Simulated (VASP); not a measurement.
# PdC18 in VASP: a series of runs

PdC18 is run at these levels: PBE; tasks: single point, relaxation of the atoms.

Program: VASP 6.6.1. These are calculated values, not measurements. Logs are shortened: lines on timing, memory, paths and dates and some standing lists are left out, and cuts for length are marked.

### 1 The cell of the first run

The cell holds a slab with vacuum, 19 atoms: a = 7.398 Å, b = 7.398 Å, c = 13.000 Å, α = 90.00°, β = 90.00°, γ = 120.00°.

### 2 Single point, PBE

INCAR

```
PREC     = Accurate       # precision mode
ENCUT    = 520            # plane-wave cutoff, eV
EDIFF    = 1E-7           # SCF threshold, eV
ISMEAR   = 0              # smearing method
SIGMA    = 0.02           # smearing width, eV
LREAL    = Auto         
LASPH    = T              # aspherical terms in the spheres
NELM     = 60             # most SCF steps
ALGO     = Normal         # electronic algorithm
ISIF     = 2              # what is computed and relaxed
LWAVE    = F              # write WAVECAR
LCHARG   = F              # write CHGCAR
GGA      = PE             # functional
NBANDS   = 56             # bands
```

KPOINTS

```
regular mesh
0
Gamma
  2 2 1
```

POSCAR

```
PdC18
1.0
    7.3980000000      0.0000000000      0.0000000000
   -3.6990000000      6.4068560000      0.0000000000
    0.0000000000      0.0000000000     13.0000000000
C Pd
18 1
Direct
    0.0032490324      0.0067577218      0.0760296439
    0.2242533418      0.1152525255      0.0745911161
    0.0028545833      0.3390424999      0.0726524693
    0.2243847746      0.4487697753      0.0744892572
    0.0035556065      0.6718206599      0.0777055513
    0.2241925026      0.7817183386      0.0767070977
    0.3360260724      0.0053854782      0.0759055784
    0.5576658504      0.1152525255      0.0745911161
    0.3357354418      0.3383649490      0.0737695268
    0.5562168090      0.4457669513      0.0756215512
    0.3349317201      0.6718206599      0.0777055513
    0.5566933674      0.7828220456      0.0823269476
    0.6701753561      0.0067577218      0.0760296439
    0.8912485528      0.1158304388      0.0727118255
    0.6692961739      0.3383649490      0.0737695268
    0.8910516673      0.4487697753      0.0744892572
    0.6684475301      0.6702283936      0.0827165919
    0.8927953449      0.7828220456      0.0823269476
    0.6979669761      0.7292672855      0.2412454701
```

Potentials or basis: VASP PAW PBE potentials, release 64 (C, Pd).

Started as:

```console
cat potpaw_PBE.64/C/POTCAR potpaw_PBE.64/Pd/POTCAR > POTCAR
mpirun -np 1 vasp_std > vasp.out
```

OUTCAR:

```text
PREC = Accurate
   ENCUT = 520
   EDIFF = 1E-7
   ISMEAR = 0
   LREAL = Auto
   LASPH = T
   NELM = 60
   ISIF = 2
   GGA = PE

 ion  position               nearest neighbor table
   1  0.003  0.007  0.076-   2 1.42  14 1.42  18 1.44
   2  0.224  0.115  0.075-   1 1.42   7 1.42   9 1.43
   3  0.003  0.339  0.073-   4 1.42  16 1.42  14 1.43
   4  0.224  0.449  0.074-   3 1.42   9 1.42  11 1.43
   5  0.004  0.672  0.078-   6 1.41  18 1.42  16 1.43
   6  0.224  0.782  0.077-   5 1.41  11 1.41   7 1.43
   7  0.336  0.005  0.076-   2 1.42   8 1.42   6 1.43
   8  0.558  0.115  0.075-  13 1.42   7 1.42  15 1.43
   9  0.336  0.338  0.074-  10 1.41   4 1.42   2 1.43
  10  0.556  0.446  0.076-   9 1.41  15 1.41  17 1.44
  11  0.335  0.672  0.078-   6 1.41  12 1.42   4 1.43
  12  0.557  0.783  0.082-  11 1.42  13 1.44  17 1.44  19 2.44
  13  0.670  0.007  0.076-   8 1.42  14 1.42  12 1.44
  14  0.891  0.116  0.073-   1 1.42  13 1.42   3 1.43
  15  0.669  0.338  0.074-  10 1.41  16 1.42   8 1.43
  16  0.891  0.449  0.074-   3 1.42  15 1.42   5 1.43
  17  0.668  0.670  0.083-  12 1.44  18 1.44  10 1.44  19 2.10
  18  0.893  0.783  0.082-   5 1.42   1 1.44  17 1.44  19 2.44
  19  0.698  0.729  0.241-  17 2.10  12 2.44  18 2.44

  LATTYP: Found a hexagonal cell.
 ALAT       =     7.3980000000
 C/A-ratio  =     1.7572316842

  Lattice vectors:

 A1 = (   7.3980000000,   0.0000000000,   0.0000000000)
 A2 = (  -3.6990000000,   6.4068560000,   0.0000000000)
 A3 = (   0.0000000000,   0.0000000000,  13.0000000000)

Analysis of symmetry for initial positions (statically):
=====================================================================
 Subroutine PRICEL returns:
 Original cell was already a primitive cell.

 Routine SETGRP: Setting up the symmetry group for a
 hexagonal supercell.

 Subroutine GETGRP returns: Found  2 space group operations
 (whereof  1 operations were pure point group operations)
 out of a pool of 24 trial point group operations.

The static configuration has the point symmetry C_1 .
 The point group associated with its full space group is C_1h.

Analysis of symmetry for dynamics (positions and initial velocities):
=====================================================================
 Subroutine PRICEL returns:
 Original cell was already a primitive cell.

 Routine SETGRP: Setting up the symmetry group for a
 hexagonal supercell.

 Subroutine GETGRP returns: Found  2 space group operations
 (whereof  1 operations were pure point group operations)
 out of a pool of 24 trial point group operations.

The dynamic configuration has the point symmetry C_1 .
 The point group associated with its full space group is C_1h.

 Subroutine INISYM returns: Found  2 space group operations
 (whereof  1 operations are pure point group operations),
 and found     1 'primitive' translations

----------------------------------------------------------------------------------------

                                     Primitive cell

  volume of cell :     616.1730

  direct lattice vectors                    reciprocal lattice vectors
     7.398000000  0.000000000  0.000000000     0.135171668  0.078041398  0.000000000
    -3.699000000  6.406856000  0.000000000     0.000000000  0.156082796  0.000000000
     0.000000000  0.000000000 13.000000000     0.000000000  0.000000000  0.076923077

  length of vectors
     7.398000000  7.398000054 13.000000000     0.156082797  0.156082796  0.076923077

  position of ions in fractional coordinates (direct lattice)
     0.003249032  0.006757722  0.076029644
     0.224253342  0.115252525  0.074591116
     0.002854583  0.339042500  0.072652469
     0.224384775  0.448769775  0.074489257
     0.003555607  0.671820660  0.077705551
     0.224192503  0.781718339  0.076707098
[... 11 lines left out ...]
     0.892795345  0.782822046  0.082326948
     0.697966976  0.729267286  0.241245470

  ion indices of the primitive-cell ions
   primitive index   ion index
                 1           1
                 2           2
                 3           3
                 4           4
                 5           5
                 6           6
[... 11 lines left out ...]
                18          18
                19          19

----------------------------------------------------------------------------------------

 KPOINTS: regular mesh

Automatic generation of k-mesh.
 Grid dimensions read from file:
 generate k-points for:    2    2    1

 Generating k-lattice:

  Cartesian coordinates                     Fractional coordinates (reciprocal lattice)
     0.067585834  0.039020699  0.000000000     0.500000000 -0.000000000  0.000000000
     0.000000000  0.078041398  0.000000000     0.000000000  0.500000000  0.000000000
     0.000000000  0.000000000  0.076923077     0.000000000  0.000000000  1.000000000

  Length of vectors
     0.078041399  0.078041398  0.076923077

  Shift w.r.t. Gamma in fractional coordinates (k-lattice)
     0.000000000  0.000000000  0.000000000

 Subroutine IBZKPT returns following result:
 ===========================================

 Found      3 irreducible k-points:

 Following reciprocal coordinates:
            Coordinates               Weight
  0.000000  0.000000  0.000000      1.000000
  0.500000  0.000000  0.000000      2.000000
  0.000000  0.500000  0.000000      1.000000
   k-points           NKPTS =      3   k-points in BZ     NKDIM =      3   number of bands    NBANDS=     56
   number of dos      NEDOS =    301   number of ions     NIONS =     19
   total plane-waves  NPLWV = 307328
   dimension x,y,z NGX =    56 NGY =   56 NGZ =   98
   dimension x,y,z NGXF=   112 NGYF=  112 NGZF=  196
   ions per type =              18   1
   NGX,Y,Z   is equivalent  to a cutoff of  12.58, 12.58, 12.53 a.u.
   NGXF,Y,Z  is equivalent  to a cutoff of  25.17, 25.17, 25.06 a.u.
 SYSTEM =  unknown system
   PREC   = accura    normal or accurate (medium, high low for compatibility)
   ISTART =      0    job   : 0-new  1-cont  2-samecut
   ICHARG =      2    charge: 1-file 2-atom 10-const
   ISPIN  =      1    spin polarized calculation?
   LNONCOLLINEAR =      F non collinear calculations
   LSORBIT =      F    spin-orbit coupling
   LASPH  =      T    aspherical Exc in radial PAW
   ENCUT  =  520.0 eV  38.22 Ry    6.18 a.u.  13.76 13.76 24.17*2*pi/ulx,y,z
   NELM   =     60;   NELMIN=  2; NELMDL= -5     # of ELM steps
   EDIFF  = 0.1E-06   stopping-criterion for ELM
   LREAL  =      T    real-space projection
   EDIFFG = 0.1E-05   stopping-criterion for IOM
   NSW    =      0    number of steps for IOM
   IBRION =     -1    ionic relax: 0-MD 1-quasi-New 2-CG
   NFREE  =      0    steps in history (QN), initial steepest desc. (CG)
   ISIF   =      2    stress and relaxation
   ISYM   =      2    0-nonsym 1-usesym 2-fastsym
   POTIM  = 0.5000    time-step for ionic-motion
   TEBEG  =    0.0;   TEEND  =   0.0 temperature during run
   PSTRESS=    0.0 pullay stress
   NELECT =      82.0000    total number of electrons
   NUPDOWN=      -1.0000    fix difference up-down
   EMIN   =  10.00;   EMAX   =-10.00  energy-range for DOS
   EFERMI =   0.00;   METHOD = LEGACY
   ISMEAR =     0;   SIGMA  =   0.02  broadening in eV -4-tet -1-fermi 0-gaus
   EFERMI_NEDOS =   21; number of points for ismear=-14 and -15
   IALGO  =     38    algorithm
   IMIX   =      4    mixing-type and parameters
     AMIX     =   0.40;   BMIX     =  1.00
     AMIX_MAG =   1.60;   BMIX_MAG =  1.00
  volume/ion in A,a.u.               =      32.43       218.85
  Fermi-wavevector in a.u.,A,eV,Ry     =   0.835818  1.579468  9.504925  0.698592
  Thomas-Fermi vector in A             =   1.949440
   LORBIT       =      0    0 simple, 1 ext, 2 COOP (PROOUT), +10 PAW based schemes
   GGA     = PE    functional components
   LHFCALC =     F    Hartree Fock is set to
   AEXX    =    0.0000 exact exchange contribution
   IVDW    =     0    specifies the selected vdW correction
   LEPSILON=     F    determine dielectric tensor
   LRPA    =     F    only Hartree local field effects (RPA)
 non-spin polarized calculation
 Gauss-broadening in eV      SIGMA  =   0.02
  energy-cutoff  :      520.00
  volume of cell :      616.17
 maximum number of plane-waves:     16651
 NGX is ok and might be reduce to    56
   NGX = 27   NGY = 27   NGZ = 49

 number of electron      82.0000001 magnetization

 Free energy of the ion-electron system (eV)
  ---------------------------------------------------
  ext. energy  EPLUGINS =         0.00000000
  ---------------------------------------------------
  free energy    TOTEN  =      -168.24579901 eV

  energy without entropy =     -168.24579901  energy(sigma->0) =     -168.24579901

 E-fermi :  -1.1322     XC(G=0):  -3.8223

 val. band max:       -1.2208006713   @ k =   0.0000   0.0000   0.0000
 cond. band min:      -1.0433976861   @ k =   0.0000   0.0000   0.0000
 fundamental gap:      0.1774029853
 Fermi energy:        -1.1321754823

 k-point     1 :       0.0000    0.0000    0.0000
  band No.  band energies     occupation
      1     -20.8706      2.00000
      2     -18.4837      2.00000
      3     -18.2984      2.00000
      4     -18.2566      2.00000
      5     -18.2246      2.00000
      6     -18.2124      2.00000
[... 45 lines left out ...]
     52       3.6604      0.00000
     53       3.7130      0.00000

 k-point     2 :       0.5000    0.0000    0.0000
  band No.  band energies     occupation
      1     -20.2749      2.00000
      2     -20.1583      2.00000
      3     -18.9544      2.00000
      4     -18.8763      2.00000
      5     -16.5192      2.00000
      6     -16.4439      2.00000
[... 45 lines left out ...]
     52       3.5799      0.00000
     53       3.9075      0.00000

 k-point     3 :       0.0000    0.5000    0.0000
  band No.  band energies     occupation
      1     -20.2779      2.00000
      2     -20.1531      2.00000
      3     -18.9413      2.00000
      4     -18.8946      2.00000
      5     -16.5183      2.00000
      6     -16.4381      2.00000
[... 45 lines left out ...]
     52       3.5726      0.00000
     53       3.9018      0.00000
 [bands above 53 left out]

------------------------ aborting loop because EDIFF is reached ----------------------------------------

  FORCE on cell =-STRESS in cart. coord.  units (eV):
  Direction    XX          YY          ZZ          XY          YZ          ZX
  --------------------------------------------------------------------------------------
  -------------------------------------------------------------------------------------
  Total        1.1084036      7.6916352     -0.0825940      0.0000000      0.0361151      0.0000000
  in kB        2.8820789     19.9998444     -0.2147616      0.0000000      0.0939067      0.0000000
  external PRESSURE =       7.5557206 kB  Pullay stress =       0.0000000 kB

 VOLUME and BASIS-vectors are now :
 -----------------------------------------------------------------------------
  energy-cutoff  :      520.00
  volume of cell :      616.17
      direct lattice vectors                 reciprocal lattice vectors
     7.398000000  0.000000000  0.000000000     0.135171668  0.078041398  0.000000000
    -3.699000000  6.406856000  0.000000000     0.000000000  0.156082796  0.000000000
     0.000000000  0.000000000 13.000000000     0.000000000  0.000000000  0.076923077

 POSITION                                       TOTAL-FORCE (eV/Angst)
 -----------------------------------------------------------------------------------
     -0.00096      0.04330      0.98839         0.020013     -0.009984     -0.004180
      1.23271      0.73841      0.96968        -0.002516     -0.007581     -0.001423
     -1.23300      2.17220      0.94448         0.000000      0.012678     -0.000529
     -0.00000      2.87520      0.96836        -0.026586     -0.018438      0.001741
     -2.45876      4.30426      1.01017         0.026283      0.014540      0.001100
     -1.23300      5.00836      0.99719         0.000000     -0.018382     -0.004330
[... 11 lines left out ...]
      3.70924      5.01543      1.07025         0.006678      0.022966      0.010835
      2.46600      4.67231      3.13619        -0.000000      0.012409      0.016020
 -----------------------------------------------------------------------------------
    total drift:                                0.000031     -0.000998      0.043049

  FREE ENERGIE OF THE ION-ELECTRON SYSTEM (eV)
  ---------------------------------------------------
  free  energy   TOTEN  =      -168.2457990081 eV

  energy  without entropy=     -168.2457990081  energy(sigma->0) =     -168.24579901
```

Run time: 4 min. Hardware: 1 thread of AMD EPYC 7R43 (Zen 3), shared host; peak memory 0.58 GiB.

What came out:

| Quantity | Value |
| --- | --- |
| Free energy | -168.2458 eV |
| Largest force | 0.032 eV/Å |
| Band gap on the k mesh | 0.18 eV, direct |

Forces on the atoms (eV/Å):
```
C    0.020 -0.010 -0.004
C   -0.003 -0.008 -0.001
C    0.000  0.013 -0.001
C   -0.027 -0.018  0.002
C    0.026  0.015  0.001
C    0.000 -0.018 -0.004
C    0.000  0.013 -0.003
C    0.003 -0.008 -0.001
C   -0.005 -0.011 -0.001
C    0.000 -0.001 -0.010
C   -0.026  0.015  0.001
C   -0.007  0.023  0.011
C   -0.020 -0.010 -0.004
C    0.000  0.003 -0.005
C    0.005 -0.011 -0.001
C    0.027 -0.018  0.002
C    0.000 -0.003 -0.007
C    0.007  0.023  0.011
Pd   0.000  0.012  0.016
```

Caveat: the k points lie up to 0.49 Å⁻¹ apart.

### 3 Single point, PBE

INCAR

```
SYSTEM = PdC18
PREC = Accurate
ENCUT = 520
EDIFF = 1E-6
ISMEAR = 0
SIGMA = 0.02
LREAL = Auto
LASPH = .TRUE.
NELM = 60
ALGO = Normal
ISIF = 2
LWAVE = .FALSE.
LCHARG = .FALSE.
GGA = PE
NBANDS = 56
```

KPOINTS

```
regular mesh
0
G
  2 2 1
  0 0 0
```

POSCAR

```
PdC18
1.0
    7.3980000000      0.0000000000      0.0000000000
   -3.6990000000      6.4068560000      0.0000000000
    0.0000000000      0.0000000000     13.0000000000
C Pd
18 1
Direct
    0.0032491156      0.0067577607      0.0760296154
    0.2242532980      0.1152524733      0.0745911538
    0.0028545462      0.3390424258      0.0726524615
    0.2243847269      0.4487697242      0.0744892308
    0.0035556219      0.6718206247      0.0777055385
    0.2241925161      0.7817183655      0.0767070769
    0.3360260737      0.0053854808      0.0759056154
    0.5576658419      0.1152524733      0.0745911538
    0.3357355005      0.3383650265      0.0737695385
    0.5562168350      0.4457670033      0.0756215385
    0.3349316695      0.6718206247      0.0777055385
    0.5566933871      0.7828220269      0.0823269231
    0.6701754470      0.0067577607      0.0760296154
    0.8912485573      0.1158304479      0.0727118462
    0.6692961926      0.3383650265      0.0737695385
    0.8910516639      0.4487697242      0.0744892308
    0.6684475454      0.6702284241      0.0827166154
    0.8927953065      0.7828220269      0.0823269231
    0.6979670164      0.7292673661      0.2412454615
```

Potentials or basis: VASP PAW PBE potentials, release 64 (C, Pd).

Started as:

```console
cat potpaw_PBE.64/C/POTCAR potpaw_PBE.64/Pd/POTCAR > POTCAR
mpirun -np 1 vasp_std > vasp.out
```

Run time: 3.7 min. Hardware: 1 thread of AMD EPYC 7R43 (Zen 3), shared host; peak memory 0.58 GiB.

Results (log left out):

```
Free energy            : -168.2458 eV
Largest force          : 0.032 eV/Å
Band gap on the k mesh : 0.18 eV, direct
```

Forces in eV/Å, atoms in the order of the input:
```
C    0.020 -0.010 -0.004
C   -0.002 -0.007 -0.001
C    0.000  0.013 -0.001
C   -0.027 -0.018  0.002
C    0.026  0.015  0.001
C    0.000 -0.018 -0.004
C    0.000  0.013 -0.003
C    0.002 -0.007 -0.001
C   -0.005 -0.011 -0.001
C    0.000 -0.001 -0.010
C   -0.026  0.015  0.001
C   -0.007  0.023  0.011
C   -0.020 -0.010 -0.004
C    0.000  0.002 -0.006
C    0.005 -0.011 -0.001
C    0.027 -0.018  0.002
C    0.000 -0.003 -0.007
C    0.007  0.023  0.011
Pd   0.000  0.012  0.016
```

Levels at points of the mesh, in eV from the valence-band top:
```tsv
k point	band 37	band 38	band 39	band 40	band 41	band 42	band 43	band 44	band 45	band 46
(0.00, 0.00, 0.00)	-1.66	-1.49	-1.48	-0.06	0.00	0.18	0.19	0.88	3.42	4.03
(0.50, 0.00, 0.00)	-1.60	-1.55	-1.42	-1.26	-1.09	0.91	1.60	2.34	2.43	2.45
(0.00, 0.50, 0.00)	-1.62	-1.53	-1.50	-1.20	-1.12	0.94	1.67	2.38	2.45	2.46
```

Caveat: the k points lie up to 0.49 Å⁻¹ apart.

### 4 Single point, PBE

INCAR

```
ALGO = Normal
EDIFF = 1E-7
ENCUT = 520
GGA = PE
ISIF = 2
ISMEAR = 0
LASPH = T
LCHARG = T
LELF = T
LREAL = Auto
LVHAR = T
LWAVE = F
NBANDS = 56
NELM = 100
PREC = Accurate
SIGMA = 0.02
```

KPOINTS

```
k-points
0
Gamma
  2 2 1
```

POSCAR

```
PdC18
1.0
    7.3980000000      0.0000000000      0.0000000000
   -3.6990000000      6.4068560000      0.0000000000
    0.0000000000      0.0000000000     13.0000000000
C Pd
18 1
Direct
    0.0031322089      0.0032479269      0.0757993077
    0.2251306730      0.1152289048      0.0762312308
    0.0027164841      0.3359371586      0.0731473846
    0.2248009835      0.4485184309      0.0747047692
    0.0033045474      0.6691692462      0.0746252308
    0.2252051841      0.7819105034      0.0738028462
    0.3361026813      0.0028182310      0.0757696923
    0.5584057179      0.1152758857      0.0753036923
    0.3343876672      0.3348372431      0.0793544615
    0.5577272255      0.4466747809      0.0865647692
    0.3356322294      0.6694077407      0.0739056923
    0.5575128288      0.7832573418      0.0772637692
    0.6694721947      0.0029749381      0.0746881538
    0.8918107853      0.1151057555      0.0748344615
    0.6701605603      0.3350821370      0.0778329231
    0.8921723712      0.4484155723      0.0734026154
    0.6701286357      0.6715687070      0.0854074615
    0.8940287678      0.7834095225      0.0791841538
    0.6420548380      0.5861856424      0.2431776923
```

Started as:

```console
cat potpaw_PBE.64/C/POTCAR potpaw_PBE.64/Pd/POTCAR > POTCAR
mpirun -np 1 vasp_std > vasp.out
```

Run time: 5.2 min. Hardware: 1 thread of AMD EPYC 7R43 (Zen 3), shared host; peak memory 0.6 GiB.

It converged, with:

| Quantity | Value |
| --- | --- |
| Free energy | -168.2762 eV |
| Largest force | 0.095 eV/Å |
| Band gap on the k mesh | 0.08 eV, direct |

Forces in eV/Å, atoms in the order of the input:
```
C   -0.008  0.002 -0.012
C    0.006  0.006 -0.004
C   -0.001  0.007  0.002
C    0.006  0.003 -0.002
C   -0.002  0.001 -0.007
C    0.013  0.008 -0.002
C    0.008 -0.001 -0.001
C    0.009 -0.002 -0.004
C   -0.008  0.005 -0.003
C    0.005 -0.005  0.013
C    0.000  0.006 -0.002
C    0.003  0.012  0.004
C   -0.001  0.000  0.000
C    0.007  0.005  0.000
C    0.002  0.005  0.005
C    0.006  0.010  0.007
C   -0.003  0.013  0.000
C    0.008  0.004 -0.016
Pd  -0.050 -0.078  0.022
```

Levels at points of the mesh, in eV from the valence-band top:
| k point | band 37 | band 38 | band 39 | band 40 | band 41 | band 42 | band 43 | band 44 | band 45 | band 46 |
| --- | --- | --- | --- | --- | --- | --- | --- | --- | --- | --- |
| (0.00, 0.00, 0.00) | -1.62 | -1.46 | -1.44 | -0.15 | 0.00 | 0.08 | 0.27 | 0.92 | 3.40 | 4.02 |
| (0.50, 0.00, 0.00) | -1.57 | -1.51 | -1.47 | -1.28 | -1.05 | 0.96 | 1.59 | 2.34 | 2.39 | 2.43 |
| (0.00, 0.50, 0.00) | -1.59 | -1.52 | -1.29 | -1.22 | -1.18 | 0.88 | 1.60 | 2.31 | 2.38 | 2.43 |
| (0.50, 0.50, 0.00) | -1.57 | -1.52 | -1.48 | -1.27 | -1.05 | 0.97 | 1.65 | 2.37 | 2.38 | 2.43 |

Caveat: the k points lie up to 0.49 Å⁻¹ apart.

(Continued in part 2 of 2.)
